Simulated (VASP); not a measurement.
# ZrPb (Pm-3m) in VASP: single point with LDA

Aim: the single point of ZrPb with LDA.

All numbers are computed with VASP 6.6.1; they aren't measurements. Logs are shortened: lines on timing, memory, paths and dates and some standing lists are left out, and cuts for length are marked.

### 1 The cell of the first run

The structure is cubic, space group Pm-3m (No. 221). Conventional cell: a = 3.329 Å, b = 3.329 Å, c = 3.329 Å, α = 90.00°, β = 90.00°, γ = 90.00°. Zr (site symmetry m-3m) has 8 Pb at 2.88 Å and 6 Zr at 3.33 Å within 3.8 Å. Within 3.8 Å of Pb (site symmetry m-3m) lie 8 Zr at 2.88 Å and 6 Pb at 3.33 Å.

### 2 Single point, LDA

Input file INCAR:

```
ALGO     = Normal         # electronic algorithm
EDIFF    = 1E-6           # SCF threshold, eV
ENCUT    = 520            # plane-wave cutoff, eV
GGA      = CA             # functional
ISIF     = 2              # what is computed and relaxed
ISMEAR   = -1             # smearing method
LASPH    = T              # aspherical terms in the spheres
LCHARG   = T              # write CHGCAR
LELF     = T              # ELF
LREAL    = F              # projectors in reciprocal space
LVHAR    = T            
LWAVE    = F              # write WAVECAR
NBANDS   = 20             # bands
NELM     = 100            # most SCF steps
PREC     = Accurate       # precision mode
SIGMA    = 0.15           # smearing width, eV
```

Input file KPOINTS:

```
k-points
0
Gamma
  12 12 12
```

Input file POSCAR:

```
ZrPb
1.0
    3.3292000000      0.0000000000      0.0000000000
    0.0000000000      3.3292000000      0.0000000000
    0.0000000000      0.0000000000      3.3292000000
Zr Pb
1 1
Direct
    0.0000000000      0.0000000000      0.0000000000
    0.5000000000      0.5000000000      0.5000000000
```

Potentials or basis: VASP PAW LDA potentials, release 64 (Zr_sv, Pb_d).

Command:

```
$ cat potpaw_LDA.64/Zr_sv/POTCAR potpaw_LDA.64/Pb_d/POTCAR > POTCAR
$ mpirun -np 1 vasp_std > vasp.out
```

OUTCAR:

```text
EDIFF = 1E-6
   ENCUT = 520
   GGA = CA
   ISIF = 2
   ISMEAR = -1
   LASPH = T
   LREAL = F
   NELM = 100
   PREC = Accurate

 ion  position               nearest neighbor table
   1  0.000  0.000  0.000-   2 2.88   2 2.88   2 2.88   2 2.88   2 2.88   2 2.88   2 2.88   2 2.88

   2  0.500  0.500  0.500-   1 2.88   1 2.88   1 2.88   1 2.88   1 2.88   1 2.88   1 2.88   1 2.88

  LATTYP: Found a simple cubic cell.
 ALAT       =     3.3292000000

  Lattice vectors:

 A1 = (   3.3292000000,   0.0000000000,   0.0000000000)
 A2 = (   0.0000000000,   3.3292000000,   0.0000000000)
 A3 = (   0.0000000000,   0.0000000000,   3.3292000000)

Analysis of symmetry for initial positions (statically):
=====================================================================
 Subroutine PRICEL returns:
 Original cell was already a primitive cell.

 Routine SETGRP: Setting up the symmetry group for a
 simple cubic supercell.

 Subroutine GETGRP returns: Found 48 space group operations
 (whereof 48 operations were pure point group operations)
 out of a pool of 48 trial point group operations.

The static configuration has the point symmetry O_h .

Analysis of symmetry for dynamics (positions and initial velocities):
=====================================================================
 Subroutine PRICEL returns:
 Original cell was already a primitive cell.

 Routine SETGRP: Setting up the symmetry group for a
 simple cubic supercell.

 Subroutine GETGRP returns: Found 48 space group operations
 (whereof 48 operations were pure point group operations)
 out of a pool of 48 trial point group operations.

The dynamic configuration has the point symmetry O_h .

 Subroutine INISYM returns: Found 48 space group operations
 (whereof 48 operations are pure point group operations),
 and found     1 'primitive' translations

----------------------------------------------------------------------------------------

                                     Primitive cell

  volume of cell :      36.8994

  direct lattice vectors                    reciprocal lattice vectors
     3.329200000  0.000000000  0.000000000     0.300372462  0.000000000  0.000000000
     0.000000000  3.329200000  0.000000000     0.000000000  0.300372462  0.000000000
[... 79 lines left out ...]
   ISPIN  =      1    spin polarized calculation?
   LNONCOLLINEAR =      F non collinear calculations
   LSORBIT =      F    spin-orbit coupling
   LASPH  =      T    aspherical Exc in radial PAW
   ENCUT  =  520.0 eV  38.22 Ry    6.18 a.u.   6.19  6.19  6.19*2*pi/ulx,y,z
   NELM   =    100;   NELMIN=  2; NELMDL= -5     # of ELM steps
   EDIFF  = 0.1E-05   stopping-criterion for ELM
   LREAL  =      F    real-space projection
   EDIFFG = 0.1E-04   stopping-criterion for IOM
   NSW    =      0    number of steps for IOM
   IBRION =     -1    ionic relax: 0-MD 1-quasi-New 2-CG
   NFREE  =      0    steps in history (QN), initial steepest desc. (CG)
   ISIF   =      2    stress and relaxation
   ISYM   =      2    0-nonsym 1-usesym 2-fastsym
   POTIM  = 0.5000    time-step for ionic-motion
   TEBEG  =    0.0;   TEEND  =   0.0 temperature during run
   PSTRESS=    0.0 pullay stress
   NELECT =      26.0000    total number of electrons
   NUPDOWN=      -1.0000    fix difference up-down
   EMIN   =  10.00;   EMAX   =-10.00  energy-range for DOS
   EFERMI =   0.00;   METHOD = LEGACY
   ISMEAR =    -1;   SIGMA  =   0.15  broadening in eV -4-tet -1-fermi 0-gaus
   EFERMI_NEDOS =   21; number of points for ismear=-14 and -15
   IALGO  =     38    algorithm
   IMIX   =      4    mixing-type and parameters
     AMIX     =   0.40;   BMIX     =  1.00
     AMIX_MAG =   1.60;   BMIX_MAG =  1.00
  volume/ion in A,a.u.               =      18.45       124.50
  Fermi-wavevector in a.u.,A,eV,Ry     =   1.456776  2.752907 28.874227  2.122196
  Thomas-Fermi vector in A             =   2.573655
   LORBIT       =      0    0 simple, 1 ext, 2 COOP (PROOUT), +10 PAW based schemes
   GGA     = CA    functional components
   LHFCALC =     F    Hartree Fock is set to
   AEXX    =    0.0000 exact exchange contribution
   IVDW    =     0    specifies the selected vdW correction
   LEPSILON=     F    determine dielectric tensor
   LRPA    =     F    only Hartree local field effects (RPA)
 non-spin polarized calculation
  energy-cutoff  :      520.00
  volume of cell :       36.90
 maximum number of plane-waves:      1021
 NGX is ok and might be reduce to    28
   NGX = 13   NGY = 13   NGZ = 13

 number of electron      26.0000003 magnetization

 Free energy of the ion-electron system (eV)
  ---------------------------------------------------
  ext. energy  EPLUGINS =         0.00000000
  ---------------------------------------------------
  free energy    TOTEN  =       -13.17134525 eV

  energy without entropy =      -13.01615901  energy(sigma->0) =      -13.09375213

 E-fermi :  12.6955     XC(G=0): -12.7442

 val. band max:       12.6944722511   @ k =   0.4167   0.3333   0.1667
 cond. band min:      12.6988689493   @ k =   0.4167   0.3333   0.2500
 fundamental gap:      0.0043966982
 Fermi energy:        12.6955134120

 k-point     1 :       0.0000    0.0000    0.0000
  band No.  band energies     occupation
      1     -35.4747      2.00000
      2     -13.6219      2.00000
      3     -13.6219      2.00000
      4     -13.6219      2.00000
      5      -4.7343      2.00000
      6      -4.7343      2.00000
[... 541 lines left out ...]
     19      20.1764      0.00000
     20      22.5574      0.00000

 [... further k-points ...]

------------------------ aborting loop because EDIFF is reached ----------------------------------------

  FORCE on cell =-STRESS in cart. coord.  units (eV):
  Direction    XX          YY          ZZ          XY          YZ          ZX
  --------------------------------------------------------------------------------------
  -------------------------------------------------------------------------------------
  Total        7.1886626      7.1886626      7.1886626      0.0000000      0.0000000      0.0000000
  in kB      312.1325261    312.1325261    312.1325261      0.0000000      0.0000000      0.0000000
  external PRESSURE =     312.1325261 kB  Pullay stress =       0.0000000 kB

 VOLUME and BASIS-vectors are now :
 -----------------------------------------------------------------------------
  energy-cutoff  :      520.00
  volume of cell :       36.90
      direct lattice vectors                 reciprocal lattice vectors
     3.329200000  0.000000000  0.000000000     0.300372462  0.000000000  0.000000000
     0.000000000  3.329200000  0.000000000     0.000000000  0.300372462  0.000000000
     0.000000000  0.000000000  3.329200000     0.000000000  0.000000000  0.300372462

 POSITION                                       TOTAL-FORCE (eV/Angst)
 -----------------------------------------------------------------------------------
      0.00000      0.00000      0.00000         0.000000      0.000000      0.000000
      1.66460      1.66460      1.66460         0.000000      0.000000      0.000000
 -----------------------------------------------------------------------------------
    total drift:                                0.000000      0.000000      0.000000

  FREE ENERGIE OF THE ION-ELECTRON SYSTEM (eV)
  ---------------------------------------------------
  free  energy   TOTEN  =       -13.1713452499 eV

  energy  without entropy=      -13.0161590086  energy(sigma->0) =      -13.09375213
```

OSZICAR:

```text
N       E                     dE             d eps       ncg     rms          rms(c)
DAV:   1     0.280196926546E+03    0.28020E+03   -0.14176E+04  3380   0.166E+03
DAV:   2     0.471242029647E+01   -0.27548E+03   -0.26743E+03  3460   0.438E+02
DAV:   3    -0.127653582657E+02   -0.17478E+02   -0.17112E+02  4232   0.118E+02
DAV:   4    -0.136053594169E+02   -0.84000E+00   -0.82977E+00  5496   0.202E+01
DAV:   5    -0.136245484759E+02   -0.19189E-01   -0.19178E-01  4024   0.261E+00    0.160E+01
DAV:   6    -0.132419754067E+02    0.38257E+00   -0.53103E-01  3976   0.736E+00    0.703E+00
DAV:   7    -0.131759648144E+02    0.66011E-01   -0.22624E-01  5584   0.500E+00    0.136E+00
DAV:   8    -0.131715794855E+02    0.43853E-02   -0.11685E-02  4708   0.103E+00    0.253E-01
DAV:   9    -0.131713605396E+02    0.21895E-03   -0.12358E-03  5200   0.476E-01    0.576E-02
DAV:  10    -0.131713455930E+02    0.14947E-04   -0.97012E-05  3924   0.106E-01    0.179E-02
DAV:  11    -0.131713452499E+02    0.34312E-06   -0.83208E-06  5256   0.249E-02
   1 F= -.13171345E+02 E0= -.13093752E+02  d E =-.155186E+00
```

It took 26 s on 1 thread of AMD EPYC 9R45 (Zen 5), shared host; peak memory 0.16 GiB.

What came out:

| Quantity | Value |
| --- | --- |
| Free energy | -13.1713 eV |
| Pressure | 31.2 GPa |
| Band gap on the k mesh | zero (bands 13 and 14 overlap by 3.63 eV) |

Caveat: the cell stands under pressure; spin-orbit coupling is left out, which moves the levels of the heavy elements.
